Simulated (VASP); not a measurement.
# Nb (Im-3m) in VASP: a series of runs

Aim: see how the results for Nb move with the level of theory and the settings. Levels: LDA, PBEsol, PBE, r2SCAN. Tasks: single point.

Program: VASP 6.6.1. These are calculated values, not measurements. Logs are shortened: lines on timing, memory, paths and dates and some standing lists are left out, and cuts for length are marked.

## 1. The cell of the first run

Symmetry: Im-3m, No. 229, cubic system. Conventional cell: a = 3.247 Å, b = 3.247 Å, c = 3.247 Å, α = 90.00°, β = 90.00°, γ = 90.00°. Within 3.7 Å of Nb (site symmetry m-3m) lie 14 Nb at 2.81 to 3.25 Å.

## 2. Single point, LDA

INCAR

```
ALGO = Normal ; EDIFF = 1E-6
ENCUT = 520 ; GGA = CA
ISIF = 2 ; ISMEAR = 1
LASPH = T ; LCHARG = F
LREAL = F ; LWAVE = F
NBANDS = 12 ; NELM = 80
PREC = Accurate ; SIGMA = 0.1
```

KPOINTS

```
k-points
0
Gamma
  23 23 23
```

POSCAR

```
Nb
1.0
   -1.6233862840      1.6233862840      1.6233862840
    1.6233862840     -1.6233862840      1.6233862840
    1.6233862840      1.6233862840     -1.6233862840
Nb
1
Direct
    0.0000000000      0.0000000000      0.0000000000
```

Potentials or basis: VASP PAW LDA potentials, release 64 (Nb_sv).

Launch:

```bash
cat potpaw_LDA.64/Nb_sv/POTCAR > POTCAR
mpirun -np 1 vasp_std > vasp.out
```

OUTCAR:

```text
EDIFF = 1E-6
   ENCUT = 520
   GGA = CA
   ISIF = 2
   ISMEAR = 1
   LASPH = T
   LREAL = F
   NELM = 80
   PREC = Accurate

 ion  position               nearest neighbor table
   1  0.000  0.000  0.000-

  LATTYP: Found a body centered cubic cell.
 ALAT       =     3.2467725680

  Lattice vectors:

 A1 = (  -1.6233862840,   1.6233862840,   1.6233862840)
 A2 = (   1.6233862840,  -1.6233862840,   1.6233862840)
 A3 = (   1.6233862840,   1.6233862840,  -1.6233862840)

Analysis of symmetry for initial positions (statically):
=====================================================================
 Subroutine PRICEL returns:
 Original cell was already a primitive cell.

 Routine SETGRP: Setting up the symmetry group for a
 body centered cubic supercell.

 Subroutine GETGRP returns: Found 48 space group operations
 (whereof 48 operations were pure point group operations)
 out of a pool of 48 trial point group operations.

The static configuration has the point symmetry O_h .

Analysis of symmetry for dynamics (positions and initial velocities):
=====================================================================
 Subroutine PRICEL returns:
 Original cell was already a primitive cell.

 Routine SETGRP: Setting up the symmetry group for a
 body centered cubic supercell.

 Subroutine GETGRP returns: Found 48 space group operations
 (whereof 48 operations were pure point group operations)
 out of a pool of 48 trial point group operations.

The dynamic configuration has the point symmetry O_h .

 Subroutine INISYM returns: Found 48 space group operations
 (whereof 48 operations are pure point group operations),
 and found     1 'primitive' translations

----------------------------------------------------------------------------------------

                                     Primitive cell

  volume of cell :      17.1130

  direct lattice vectors                    reciprocal lattice vectors
    -1.623386284  1.623386284  1.623386284     0.000000000  0.307998167  0.307998167
     1.623386284 -1.623386284  1.623386284     0.307998167  0.000000000  0.307998167
     1.623386284  1.623386284 -1.623386284     0.307998167  0.307998167  0.000000000

  length of vectors
     2.811787524  2.811787524  2.811787524     0.435575185  0.435575185  0.435575185

  position of ions in fractional coordinates (direct lattice)
     0.000000000  0.000000000  0.000000000

  ion indices of the primitive-cell ions
   primitive index   ion index
                 1           1

----------------------------------------------------------------------------------------

 KPOINTS: k-points

Automatic generation of k-mesh.
 Grid dimensions read from file:
 generate k-points for:   23   23   23

 Generating k-lattice:

  Cartesian coordinates                     Fractional coordinates (reciprocal lattice)
     0.000000000  0.013391225  0.013391225     0.043478261  0.000000000  0.000000000
     0.013391225  0.000000000  0.013391225     0.000000000  0.043478261  0.000000000
     0.013391225  0.013391225  0.000000000     0.000000000  0.000000000  0.043478261

  Length of vectors
     0.018938052  0.018938052  0.018938052

  Shift w.r.t. Gamma in fractional coordinates (k-lattice)
     0.000000000  0.000000000  0.000000000

 Subroutine IBZKPT returns following result:
 ===========================================

 Found    364 irreducible k-points:

 Following reciprocal coordinates:
            Coordinates               Weight
  0.000000  0.000000  0.000000      1.000000
  0.043478  0.000000  0.000000     12.000000
  0.086957  0.000000  0.000000     12.000000
  0.130435  0.000000  0.000000     12.000000
  0.173913  0.000000  0.000000     12.000000
  0.217391  0.000000  0.000000     12.000000
[... 16 lines left out ...]
  0.478261  0.043478 -0.000000     24.000000
  0.086957  0.086957  0.000000     24.000000
 [... further k-points ...]
   k-points           NKPTS =    364   k-points in BZ     NKDIM =    364   number of bands    NBANDS=     12
   number of dos      NEDOS =    301   number of ions     NIONS =      1
   total plane-waves  NPLWV =  13824
   dimension x,y,z NGX =    24 NGY =   24 NGZ =   24
   dimension x,y,z NGXF=    48 NGYF=   48 NGZF=   48
   ions per type =               1
   NGX,Y,Z   is equivalent  to a cutoff of  14.19, 14.19, 14.19 a.u.
   NGXF,Y,Z  is equivalent  to a cutoff of  28.38, 28.38, 28.38 a.u.
 SYSTEM =  unknown system
   PREC   = accura    normal or accurate (medium, high low for compatibility)
   ISTART =      0    job   : 0-new  1-cont  2-samecut
   ICHARG =      2    charge: 1-file 2-atom 10-const
   ISPIN  =      1    spin polarized calculation?
   LNONCOLLINEAR =      F non collinear calculations
   LSORBIT =      F    spin-orbit coupling
   LASPH  =      T    aspherical Exc in radial PAW
   ENCUT  =  520.0 eV  38.22 Ry    6.18 a.u.   5.23  5.23  5.23*2*pi/ulx,y,z
   NELM   =     80;   NELMIN=  2; NELMDL= -5     # of ELM steps
   EDIFF  = 0.1E-05   stopping-criterion for ELM
   LREAL  =      F    real-space projection
   EDIFFG = 0.1E-04   stopping-criterion for IOM
   NSW    =      0    number of steps for IOM
   IBRION =     -1    ionic relax: 0-MD 1-quasi-New 2-CG
   NFREE  =      0    steps in history (QN), initial steepest desc. (CG)
   ISIF   =      2    stress and relaxation
   ISYM   =      2    0-nonsym 1-usesym 2-fastsym
   POTIM  = 0.5000    time-step for ionic-motion
   TEBEG  =    0.0;   TEEND  =   0.0 temperature during run
   PSTRESS=    0.0 pullay stress
   NELECT =      13.0000    total number of electrons
   NUPDOWN=      -1.0000    fix difference up-down
   EMIN   =  10.00;   EMAX   =-10.00  energy-range for DOS
   EFERMI =   0.00;   METHOD = LEGACY
   ISMEAR =     1;   SIGMA  =   0.10  broadening in eV -4-tet -1-fermi 0-gaus
   EFERMI_NEDOS =   21; number of points for ismear=-14 and -15
   IALGO  =     38    algorithm
   IMIX   =      4    mixing-type and parameters
     AMIX     =   0.40;   BMIX     =  1.00
     AMIX_MAG =   1.60;   BMIX_MAG =  1.00
  volume/ion in A,a.u.               =      17.11       115.48
  Fermi-wavevector in a.u.,A,eV,Ry     =   1.493760  2.822797 30.358926  2.231318
  Thomas-Fermi vector in A             =   2.606119
   LORBIT       =      0    0 simple, 1 ext, 2 COOP (PROOUT), +10 PAW based schemes
   GGA     = CA    functional components
   LHFCALC =     F    Hartree Fock is set to
   AEXX    =    0.0000 exact exchange contribution
   IVDW    =     0    specifies the selected vdW correction
   LEPSILON=     F    determine dielectric tensor
   LRPA    =     F    only Hartree local field effects (RPA)
 non-spin polarized calculation
 Methfessel and Paxton  Order N= 1 SIGMA  =   0.10
  energy-cutoff  :      520.00
  volume of cell :       17.11
 maximum number of plane-waves:       474
 NGX is ok and might be reduce to    24
   NGX = 11   NGY = 11   NGZ = 11

 number of electron      13.0000001 magnetization

 Free energy of the ion-electron system (eV)
  ---------------------------------------------------
  ext. energy  EPLUGINS =         0.00000000
  ---------------------------------------------------
  free energy    TOTEN  =       -11.25862818 eV

  energy without entropy =      -11.25926598  energy(sigma->0) =      -11.25884078

 E-fermi :  11.7127     XC(G=0): -12.9802

 val. band max:       11.7086385516   @ k =  -0.3478  -0.4783   0.0435
 cond. band min:      11.7128205064   @ k =  -0.3043   0.3043   0.1739
 fundamental gap:      0.0041819548
 Fermi energy:        11.7127479101

 k-point     1 :       0.0000    0.0000    0.0000
  band No.  band energies     occupation
      1     -42.2881      2.00000
      2     -17.6154      2.00000
      3     -17.6154      2.00000
      4     -17.6154      2.00000
      5       5.7142      2.00000
      6      12.0445     -0.00003
      7      12.0445     -0.00003
      8      12.0445     -0.00003
      9      15.1210      0.00000
     10      15.1210      0.00000
     11      26.0996      0.00000
     12      26.0996      0.00000

 k-point     2 :       0.0435    0.0000    0.0000
  band No.  band energies     occupation
      1     -42.2825      2.00000
      2     -17.6480      2.00000
      3     -17.6251      2.00000
      4     -17.6157      2.00000
      5       5.7984      2.00000
      6      11.9917     -0.00058
      7      12.0334     -0.00006
      8      12.1250     -0.00000
      9      15.0345      0.00000
     10      15.1205      0.00000
     11      26.1728      0.00000
     12      26.2458      0.00000

 k-point     3 :       0.0870    0.0000    0.0000
  band No.  band energies     occupation
      1     -42.2662      2.00000
      2     -17.7429      2.00000
      3     -17.6536      2.00000
      4     -17.6166      2.00000
      5       6.0432      2.00000
      6      11.8413     -0.06988
      7      11.9904     -0.00062
      8      12.3646     -0.00000
      9      14.8240      0.00000
     10      15.1218      0.00000
     11      26.3696      0.00000
     12      26.6697      0.00000
[... 286 lines left out ...]
 k-point    23 :       0.4783    0.0435   -0.0000
  band No.  band energies     occupation
      1     -41.9779      2.00000
      2     -19.2183      2.00000
      3     -18.1284      2.00000
      4     -17.6460      2.00000
      5       7.8323      2.00000
      6       9.9024      2.00000
      7      14.1033      0.00000
      8      15.1546      0.00000
      9      16.0511      0.00000
     10      18.6547      0.00000
     11      23.6519      0.00000
     12      24.4984      0.00000

 k-point    24 :       0.0870    0.0870    0.0000
  band No.  band energies     occupation
      1     -42.2255      2.00000
      2     -17.9736      2.00000
      3     -17.6967      2.00000
      4     -17.6473      2.00000
      5       6.6455      2.00000
      6      11.5812      2.06869
      7      11.6916      1.34911
      8      13.0516     -0.00000
      9      14.4233      0.00000
     10      15.2303      0.00000
     11      26.8443      0.00000
     12      27.6414      0.00000

 [... further k-points ...]

------------------------ aborting loop because EDIFF is reached ----------------------------------------

  FORCE on cell =-STRESS in cart. coord.  units (eV):
  Direction    XX          YY          ZZ          XY          YZ          ZX
  --------------------------------------------------------------------------------------
  -------------------------------------------------------------------------------------
  Total       -0.0168537     -0.0168537     -0.0168537      0.0000000      0.0000000      0.0000000
  in kB       -1.5779051     -1.5779051     -1.5779051      0.0000000      0.0000000      0.0000000
  external PRESSURE =      -1.5779051 kB  Pullay stress =       0.0000000 kB

 VOLUME and BASIS-vectors are now :
 -----------------------------------------------------------------------------
  energy-cutoff  :      520.00
  volume of cell :       17.11
      direct lattice vectors                 reciprocal lattice vectors
    -1.623386284  1.623386284  1.623386284     0.000000000  0.307998167  0.307998167
     1.623386284 -1.623386284  1.623386284     0.307998167  0.000000000  0.307998167
     1.623386284  1.623386284 -1.623386284     0.307998167  0.307998167  0.000000000

 POSITION                                       TOTAL-FORCE (eV/Angst)
 -----------------------------------------------------------------------------------
      0.00000      0.00000      0.00000        -0.000000     -0.000000      0.000000
 -----------------------------------------------------------------------------------
    total drift:                               -0.000000      0.000000     -0.000000

  FREE ENERGIE OF THE ION-ELECTRON SYSTEM (eV)
  ---------------------------------------------------
  free  energy   TOTEN  =       -11.2586281785 eV

  energy  without entropy=      -11.2592659827  energy(sigma->0) =      -11.25884078
```

Run time: 96 s. Hardware: 1 thread of Intel Xeon 8259CL, shared host; peak memory 0.19 GiB.

Results:

```yaml
Free_energy: -11.2586 eV
Pressure: -0.2 GPa
Band_gap_on_the_k_mesh: zero (an odd number of electrons rules out a gap without spin polarisation)
```

## 3. Single point, PBEsol

This run uses another cell than the first one, of 17.49 Å³/atom.

INCAR

```
PREC = Accurate
ENCUT = 520
EDIFF = 1E-6
ISMEAR = 1
SIGMA = 0.1
LREAL = False
LASPH = True
NELM = 100
ALGO = Normal
ISIF = 2
LWAVE = False
LCHARG = True
GGA = PS
LELF = True
LVHAR = True
NBANDS = 12
```

KPOINTS

```
Automatic mesh
0
Gamma
  23 23 23
```

POSCAR

```
Nb
1.0
   -1.6353117945      1.6353117945      1.6353117945
    1.6353117945     -1.6353117945      1.6353117945
    1.6353117945      1.6353117945     -1.6353117945
Nb
1
Direct
    0.0000000000      0.0000000000      0.0000000000
```

Potentials or basis: VASP PAW PBE potentials, release 64 (Nb_sv).

Launch:

```bash
cat potpaw_PBE.64/Nb_sv/POTCAR > POTCAR
mpirun -np 1 vasp_std > vasp.out
```

OUTCAR:

```text
PREC = Accurate
   ENCUT = 520
   EDIFF = 1E-6
   ISMEAR = 1
   LREAL = False
   LASPH = True
   NELM = 100
   ISIF = 2
   GGA = PS

 ion  position               nearest neighbor table
   1  0.000  0.000  0.000-

  LATTYP: Found a body centered cubic cell.
 ALAT       =     3.2706235890

  Lattice vectors:

 A1 = (  -1.6353117945,   1.6353117945,   1.6353117945)
 A2 = (   1.6353117945,  -1.6353117945,   1.6353117945)
 A3 = (   1.6353117945,   1.6353117945,  -1.6353117945)

Analysis of symmetry for initial positions (statically):
=====================================================================
 Subroutine PRICEL returns:
 Original cell was already a primitive cell.

 Routine SETGRP: Setting up the symmetry group for a
 body centered cubic supercell.

 Subroutine GETGRP returns: Found 48 space group operations
 (whereof 48 operations were pure point group operations)
 out of a pool of 48 trial point group operations.

The static configuration has the point symmetry O_h .

Analysis of symmetry for dynamics (positions and initial velocities):
=====================================================================
 Subroutine PRICEL returns:
 Original cell was already a primitive cell.

 Routine SETGRP: Setting up the symmetry group for a
 body centered cubic supercell.

 Subroutine GETGRP returns: Found 48 space group operations
 (whereof 48 operations were pure point group operations)
 out of a pool of 48 trial point group operations.

The dynamic configuration has the point symmetry O_h .

 Subroutine INISYM returns: Found 48 space group operations
 (whereof 48 operations are pure point group operations),
 and found     1 'primitive' translations

----------------------------------------------------------------------------------------

[... 114 lines left out ...]
   LORBIT       =      0    0 simple, 1 ext, 2 COOP (PROOUT), +10 PAW based schemes
   GGA     = PS    functional components
   LHFCALC =     F    Hartree Fock is set to
   AEXX    =    0.0000 exact exchange contribution
   IVDW    =     0    specifies the selected vdW correction
   LEPSILON=     F    determine dielectric tensor
   LRPA    =     F    only Hartree local field effects (RPA)
 non-spin polarized calculation
 Methfessel and Paxton  Order N= 1 SIGMA  =   0.10
  energy-cutoff  :      520.00
  volume of cell :       17.49
 maximum number of plane-waves:       481
 NGX is ok and might be reduce to    24
   NGX = 11   NGY = 11   NGZ = 11

 number of electron      13.0000001 magnetization

 Free energy of the ion-electron system (eV)
  ---------------------------------------------------
  ext. energy  EPLUGINS =         0.00000000
  ---------------------------------------------------
  free energy    TOTEN  =       -10.95455709 eV

  energy without entropy =      -10.95507317  energy(sigma->0) =      -10.95472912

 E-fermi :  11.4468     XC(G=0): -12.7813

 val. band max:       11.4458500797   @ k =  -0.1739   0.2174   0.0870
 cond. band min:      11.4540261177   @ k =  -0.2174   0.2174   0.1304
 fundamental gap:      0.0081760379
 Fermi energy:        11.4467598163

 k-point     1 :       0.0000    0.0000    0.0000
  band No.  band energies     occupation
      1     -42.7752      2.00000
      2     -18.0244      2.00000
      3     -18.0244      2.00000
      4     -18.0244      2.00000
      5       5.4313      2.00000
      6      11.8143     -0.00000
      7      11.8143     -0.00000
      8      11.8143     -0.00000
      9      14.8228      0.00000
     10      14.8228      0.00000
     11      25.7478      0.00000
     12      25.7478      0.00000
[... 331 lines left out ...]
 k-point    24 :       0.0870    0.0870    0.0000
  band No.  band energies     occupation
      1     -42.7185      2.00000
      2     -18.3566      2.00000
      3     -18.0999      2.00000
      4     -18.0539      2.00000
      5       6.3416      2.00000
      6      11.3613      2.00543
      7      11.4677      0.65469
      8      12.7904     -0.00000
      9      14.1460      0.00000
     10      14.9288      0.00000
     11      26.4711      0.00000
     12      27.2280      0.00000

 [... further k-points ...]

------------------------ aborting loop because EDIFF is reached ----------------------------------------

  FORCE on cell =-STRESS in cart. coord.  units (eV):
  Direction    XX          YY          ZZ          XY          YZ          ZX
  --------------------------------------------------------------------------------------
  -------------------------------------------------------------------------------------
  Total       -0.0368678     -0.0368678     -0.0368678      0.0000000      0.0000000     -0.0000000
  in kB       -3.3767287     -3.3767287     -3.3767287      0.0000000      0.0000000     -0.0000000
  external PRESSURE =      -3.3767287 kB  Pullay stress =       0.0000000 kB

 VOLUME and BASIS-vectors are now :
 -----------------------------------------------------------------------------
  energy-cutoff  :      520.00
  volume of cell :       17.49
      direct lattice vectors                 reciprocal lattice vectors
    -1.635311794  1.635311794  1.635311794     0.000000000  0.305752091  0.305752091
     1.635311794 -1.635311794  1.635311794     0.305752091  0.000000000  0.305752091
     1.635311794  1.635311794 -1.635311794     0.305752091  0.305752091  0.000000000

 POSITION                                       TOTAL-FORCE (eV/Angst)
 -----------------------------------------------------------------------------------
      0.00000      0.00000      0.00000        -0.000000     -0.000000      0.000000
 -----------------------------------------------------------------------------------
    total drift:                                0.000000      0.000000     -0.000000

  FREE ENERGIE OF THE ION-ELECTRON SYSTEM (eV)
  ---------------------------------------------------
  free  energy   TOTEN  =       -10.9545570881 eV

  energy  without entropy=      -10.9550731694  energy(sigma->0) =      -10.95472912
```

It took 1.7 min on 1 thread of Intel Xeon 8259CL, shared host; peak memory 0.2 GiB.

Results:

- Free energy: -10.9546 eV
- Pressure: -0.3 GPa
- Band gap on the k mesh: zero (an odd number of electrons rules out a gap without spin polarisation)

Levels at points of the mesh, in eV from the Fermi level:
```
           k point  band 2  band 3  band 4  band 5  band 6  band 7  band 8  band 9  band 10  band 11
(0.00, 0.00, 0.00)  -29.47  -29.47  -29.47   -6.02    0.37    0.37    0.37    3.38     3.38    14.30
```

Caveat: the PAW data sets were made with another functional, which shifts forces and pressure a little.

## 4. Single point, PBE

This run uses another cell than the first one, of 18.12 Å³/atom.

INCAR

```
PREC     = Accurate       # precision mode
ENCUT    = 520            # plane-wave cutoff, eV
EDIFF    = 1E-6           # SCF threshold, eV
ISMEAR   = 1              # smearing method
SIGMA    = 0.1            # smearing width, eV
LREAL    = F              # projectors in reciprocal space
LASPH    = T              # aspherical terms in the spheres
NELM     = 60             # most SCF steps
ALGO     = Normal         # electronic algorithm
ISIF     = 2              # what is computed and relaxed
LWAVE    = F              # write WAVECAR
LCHARG   = F              # write CHGCAR
GGA      = PE             # functional
NBANDS   = 12             # bands
```

KPOINTS is that of step 3.

POSCAR

```
Nb
1.0
   -1.6545280251      1.6545280251      1.6545280251
    1.6545280251     -1.6545280251      1.6545280251
    1.6545280251      1.6545280251     -1.6545280251
Nb
1
Direct
    0.0000000000      0.0000000000      0.0000000000
```

Launch:

```bash
cat potpaw_PBE.64/Nb_sv/POTCAR > POTCAR
mpirun -np 1 vasp_std > vasp.out
```

Wall time 1.7 min (1 thread of Intel Xeon 8259CL, shared host); peak memory 0.2 GiB.

Results (log left out):

* Free energy: -10.2174 eV
* Pressure: -0.4 GPa
* Band gap on the k mesh: zero (an odd number of electrons rules out a gap without spin polarisation)

Levels at points of the mesh, in eV from the Fermi level:
```csv
k point,band 3,band 4,band 5,band 6,band 7,band 8,band 9,band 10
"(0.00, 0.00, 0.00)",-29.68,-29.68,-5.93,0.38,0.38,0.38,3.27,3.27
```

[end of part 1 of 2]
